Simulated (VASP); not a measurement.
# CoF (Fm-3m) in VASP: notebook, part 2 of 2

VASP 6.6.1. Earlier steps stand in the parts before.

**3. Single point, PBE, collinear spin, ferromagnetic start**

This run uses another cell than the first one, of 10.48 Å³/atom.

Contents of INCAR:

```
ALGO     = Normal         # electronic algorithm
EDIFF    = 1E-6           # SCF threshold, eV
ENCUT    = 520            # plane-wave cutoff, eV
GGA      = PE             # functional
ISIF     = 2              # what is computed and relaxed
ISMEAR   = 0              # smearing method
ISPIN    = 2              # spin polarisation
LASPH    = T              # aspherical terms in the spheres
LCHARG   = F              # write CHGCAR
LMAXMIX  = 4              # l up to which the mixer works
LORBIT   = 11             # projections on sites
LREAL    = F              # projectors in reciprocal space
LWAVE    = F              # write WAVECAR
MAGMOM   = 3 0            # initial moments
NBANDS   = 19             # bands
NELM     = 150            # most SCF steps
PREC     = Accurate       # precision mode
SIGMA    = 0.1            # smearing width, eV
```

Contents of KPOINTS:

```
k-points
0
Gamma
  8 8 8
```

Contents of POSCAR:

```
CoF
1.0
    0.0000000000      2.1884229441      2.1884229441
    2.1884229441      0.0000000000      2.1884229441
    2.1884229441      2.1884229441      0.0000000000
Co F
1 1
Direct
    0.0000000000      0.0000000000      0.0000000000
    0.5000000000      0.5000000000      0.5000000000
```

Potentials or basis: VASP PAW PBE potentials, release 64 (Co, F).

On the command line:

```bash
$ cat potpaw_PBE.64/Co/POTCAR potpaw_PBE.64/F/POTCAR > POTCAR
$ mpirun -np 1 vasp_std > vasp.out
```

Run time: 18 s. Hardware: 1 thread of Intel Xeon Platinum 8259CL at 2.50GHz (Skylake/Cascade Lake), shared host; peak memory 0.15 GiB.

Results (log left out):

```yaml
Free_energy: -9.6026 eV
Pressure: 15.4 GPa
Net_moment: 2.23 μB per cell
Site_moments: Co +2.13; F +0.07 μB
Valence_electrons_inside_the_program's_atomic_spheres: Co 7.83; F 6.08
```

Levels at points of the mesh, in eV from the Fermi level:
Spin up:
```
           k point  band 6  band 7  band 8  band 9  band 10  band 11  band 12  band 13
(0.00, 0.00, 0.00)   -2.82   -2.74   -2.32   -2.32    -2.32    15.36    16.94    16.94
(0.50, 0.00, 0.00)   -1.61   -1.61   -1.42   -1.42     2.66     5.36    12.12    12.12
(0.50, 0.50, 0.00)   -2.60   -2.48   -1.28   -1.28     4.21     5.83    10.82    12.40
```
Spin down:
```tsv
k point	band 3	band 4	band 5	band 6	band 7	band 8	band 9	band 10	band 11	band 12
(0.00, 0.00, 0.00)	-6.96	-6.96	-2.42	-1.08	-1.08	-1.08	0.51	0.51	15.11	17.25
(0.50, 0.00, 0.00)	-7.71	-7.71	-0.56	-0.26	-0.26	1.76	1.76	2.82	5.91	12.61
(0.50, 0.50, 0.00)	-7.62	-7.62	-2.22	0.10	0.11	0.61	0.98	5.09	5.97	11.18
```

Caveat: the cell stands under pressure; a cell with one magnetic atom can't hold antiferromagnetic order, which such compounds often take; semilocal functionals often make such compounds metallic where correlation or magnetic order opens a gap, which also shifts bond lengths. With open d or f shells a metallic result of PBE can be an artefact of self-interaction; +U or a hybrid may open a gap.

**4. Relaxation of cell and atoms, PBE, collinear spin, ferromagnetic start**

This run uses another cell than the first one, of 10.48 Å³/atom.

Contents of INCAR:

```
PREC = Accurate ; ENCUT = 600
EDIFF = 1E-7 ; ISMEAR = 0
SIGMA = 0.1 ; LREAL = False
LASPH = True ; NELM = 150
ALGO = Normal ; ISIF = 3
LWAVE = False ; LCHARG = False
ISPIN = 2 ; MAGMOM = 2.24 0
LORBIT = 11 ; LMAXMIX = 4
GGA = PE ; IBRION = 2
NSW = 90 ; EDIFFG = -0.04
```

Contents of KPOINTS:

```
Automatic mesh
0
Gamma
  6 6 6
```

POSCAR is that of step 3.

On the command line:

```bash
$ cat potpaw_PBE.64/Co/POTCAR potpaw_PBE.64/F/POTCAR > POTCAR
$ mpirun -np 1 vasp_std > vasp.out
```

It took 32 s on 1 thread of Intel Xeon Platinum 8259CL at 2.50GHz (Skylake/Cascade Lake), shared host; peak memory 0.18 GiB.

It converged, with:

```
Free energy                                           : -9.7097 eV
Relaxed volume                                        : 11.96 Å³/atom
Relaxed cell                                          : a = 3.234 Å, b = 3.234 Å, c = 3.234 Å, α = 60.00°, β = 60.00°, γ = 60.00°
Space group after relaxing (to 0.1 Å)                 : Fm-3m (No. 225)
Energy gained by relaxing                             : 55.0 meV/atom
Ionic steps                                           : 2
Pressure after relaxing                               : -0.5 GPa
Net moment                                            : 2.21 μB per cell
Site moments                                          : Co +2.13; F +0.06 μB
Valence electrons inside the program's atomic spheres : Co 7.71; F 6.04
```

The path:
| step | energy change (eV) | largest force (eV/Å) | pressure (GPa) | volume (Å³) |
| --- | --- | --- | --- | --- |
| 1 | 0.0000 | 0.0000 | 14.29 | 20.96 |
| 2 | -0.1101 | 0.0000 | -0.53 | 23.93 |

Final structure:
```xyz
2
Lattice="0.0000 2.2871 2.2871 2.2871 0.0000 2.2871 2.2871 2.2871 0.0000" Properties=species:S:1:pos:R:3 pbc="T T T"
Co    2.2871    2.2871    0.0000
F     2.2871    2.2871    2.2871
```

Levels at points of the mesh, in eV from the Fermi level:
Spin up:
| k point | band 6 | band 7 | band 8 | band 9 | band 10 | band 11 | band 12 | band 13 |
| --- | --- | --- | --- | --- | --- | --- | --- | --- |
| (0.00, 0.00, 0.00) | -2.69 | -2.69 | -2.10 | -2.10 | -2.10 | 14.89 | 15.96 | 15.96 |
| (0.50, 0.00, 0.00) | -1.62 | -1.62 | -1.52 | -1.52 | 2.55 | 4.49 | 11.28 | 11.28 |
| (0.50, 0.50, 0.00) | -2.60 | -2.43 | -1.29 | -1.29 | 3.52 | 5.34 | 10.25 | 11.24 |
Spin down:
```
           k point  band 5  band 6  band 7  band 8  band 9  band 10
(0.00, 0.00, 0.00)   -2.50   -0.86   -0.86   -0.86    0.66     0.66
(0.50, 0.00, 0.00)   -0.49   -0.22   -0.22    1.61    1.61     2.69
(0.50, 0.50, 0.00)   -1.76    0.09    0.09    0.60    1.03     4.38
```

Caveat: the k points lie up to 0.40 Å⁻¹ apart in the final cell; a cell with one magnetic atom can't hold antiferromagnetic order, which such compounds often take; semilocal functionals often make such compounds metallic where correlation or magnetic order opens a gap, which also shifts bond lengths. With open d or f shells a metallic result of PBE can be an artefact of self-interaction; +U or a hybrid may open a gap.

**5. Single point, PBE, collinear spin, ferromagnetic start**

This run uses another cell than the first one, of 11.94 Å³/atom.

Contents of INCAR:

```
SYSTEM = CoF
PREC = Accurate
ENCUT = 520
EDIFF = 1E-6
ISMEAR = 0
SIGMA = 0.1
LREAL = .False.
LASPH = .True.
NELM = 150
ALGO = Normal
ISIF = 2
LWAVE = .False.
LCHARG = .True.
ISPIN = 2
MAGMOM = 2.27 0
LORBIT = 11
LMAXMIX = 4
GGA = PE
LELF = .True.
LVHAR = .True.
NBANDS = 19
```

Contents of KPOINTS:

```
regular mesh
0
Gamma
  20 20 20
  0 0 0
```

Contents of POSCAR:

```
CoF
1.0
    0.0000000000      2.2856382287      2.2856382287
    2.2856382287      0.0000000000      2.2856382287
    2.2856382287      2.2856382287      0.0000000000
Co F
1 1
Direct
    0.0000000000      0.0000000000      0.0000000000
    0.5000000000      0.5000000000      0.5000000000
```

Potentials or basis: VASP PAW PBE potentials, release 64 (Co, F).

On the command line:

```bash
$ cat potpaw_PBE.64/Co/POTCAR potpaw_PBE.64/F/POTCAR > POTCAR
$ mpirun -np 1 vasp_std > vasp.out
```

OUTCAR:

```text
SYSTEM = CoF
   PREC = Accurate
   ENCUT = 520
   EDIFF = 1E-6
   ISMEAR = 0
   LREAL = .False.
   LASPH = .True.
   NELM = 150
   ISIF = 2
   ISPIN = 2
   LORBIT = 11
   GGA = PE

 ion  position               nearest neighbor table
   1  0.000  0.000  0.000-   2 2.29   2 2.29   2 2.29   2 2.29   2 2.29   2 2.29
   2  0.500  0.500  0.500-   1 2.29   1 2.29   1 2.29   1 2.29   1 2.29   1 2.29

  LATTYP: Found a face centered cubic cell.
 ALAT       =     4.5712764574

  Lattice vectors:

 A1 = (   0.0000000000,   2.2856382287,   2.2856382287)
 A2 = (   2.2856382287,   0.0000000000,   2.2856382287)
 A3 = (   2.2856382287,   2.2856382287,   0.0000000000)

[... 1268 lines left out ...]

 VOLUME and BASIS-vectors are now :
 -----------------------------------------------------------------------------
  energy-cutoff  :      520.00
  volume of cell :       23.88
      direct lattice vectors                 reciprocal lattice vectors
     0.000000000  2.285638229  2.285638229    -0.218757279  0.218757279  0.218757279
     2.285638229  0.000000000  2.285638229     0.218757279 -0.218757279  0.218757279
     2.285638229  2.285638229  0.000000000     0.218757279  0.218757279 -0.218757279

 POSITION                                       TOTAL-FORCE (eV/Angst)
 -----------------------------------------------------------------------------------
      0.00000      0.00000      0.00000        -0.000000     -0.000000      0.000000
      2.28564      2.28564      2.28564         0.000000      0.000000      0.000000
 -----------------------------------------------------------------------------------
    total drift:                                0.000000     -0.000000      0.000000

  FREE ENERGIE OF THE ION-ELECTRON SYSTEM (eV)
  ---------------------------------------------------
  free  energy   TOTEN  =        -9.7228655143 eV

  energy  without entropy=       -9.7099317311  energy(sigma->0) =       -9.71639862

 total charge

# of ion       s       p       d       tot
------------------------------------------
    1        0.215   0.156   7.335   7.706
    2        1.751   4.295   0.000   6.047
--------------------------------------------------
tot          1.967   4.451   7.335  13.752

 magnetization (x)

# of ion       s       p       d       tot
------------------------------------------
    1        0.010   0.006   2.123   2.139
    2        0.009   0.046   0.000   0.054
--------------------------------------------------
tot          0.019   0.052   2.123   2.194
```

Wall time 2.1 min (1 thread of Intel Xeon Platinum 8259CL at 2.50GHz (Skylake/Cascade Lake), shared host); peak memory 0.29 GiB.

What came out:

```yaml
Free_energy: -9.7229 eV
Pressure: -0.3 GPa
Net_moment: 2.22 μB per cell
Site_moments: Co +2.14; F +0.05 μB
Valence_electrons_inside_the_program's_atomic_spheres: Co 7.71; F 6.05
```

Levels at points of the mesh, in eV from the Fermi level:
Spin up:
| k point | band 7 | band 8 | band 9 | band 10 | band 11 | band 12 |
| --- | --- | --- | --- | --- | --- | --- |
| (0.00, 0.00, 0.00) | -2.70 | -2.11 | -2.11 | -2.11 | 14.93 | 15.99 |
| (0.50, 0.00, 0.00) | -1.62 | -1.53 | -1.53 | 2.58 | 4.53 | 11.31 |
| (0.50, 0.50, 0.00) | -2.44 | -1.30 | -1.30 | 3.55 | 5.38 | 10.27 |
Spin down:
```
           k point  band 3  band 4  band 5  band 6  band 7  band 8  band 9  band 10  band 11  band 12
(0.00, 0.00, 0.00)   -6.32   -6.32   -2.48   -0.86   -0.85   -0.85    0.65     0.65    14.62    16.25
(0.50, 0.00, 0.00)   -6.90   -6.90   -0.49   -0.22   -0.22    1.61    1.61     2.71     5.05    11.78
(0.50, 0.50, 0.00)   -6.88   -6.88   -1.76    0.09    0.09    0.60    1.03     4.41     5.47    10.55
```

Caveat: a cell with one magnetic atom can't hold antiferromagnetic order, which such compounds often take; semilocal functionals often make such compounds metallic where correlation or magnetic order opens a gap, which also shifts bond lengths. With open d or f shells a metallic result of PBE can be an artefact of self-interaction; +U or a hybrid may open a gap.

**6. Overview**

```tsv
task	cell	k mesh	cutoff (eV)	gap on the mesh (eV)	pressure (GPa)	moment (μB)
single point	a = 3.228 Å, angles 60.0°, 2 atoms	6 × 6 × 6	520	none	0.2	2.21
single point	a = 3.095 Å, angles 60.0°, 2 atoms	8 × 8 × 8	520	none	15.4	2.23
relaxation of cell and atoms	relaxed from a = 3.095 Å, angles 60.0°, 2 atoms	6 × 6 × 6	600	none	-0.5	2.21
single point	a = 3.232 Å, angles 60.0°, 2 atoms	20 × 20 × 20	520	none	-0.3	2.22
```

Alike in all rows: level PBE; potentials or basis VASP PAW PBE potentials, release 64 (Co, F); spin collinear, ferromagnetic start; smearing gaussian 0.1 eV.

Caveats: some runs use coarse meshes; a cell with one magnetic atom can't hold antiferromagnetic order, which such compounds often take; semilocal functionals often make such compounds metallic where correlation or magnetic order opens a gap, which also shifts bond lengths; the cell stands under pressure (at least some runs).

Total energies depend on the potentials used, so only differences within one code and one set of settings carry meaning.
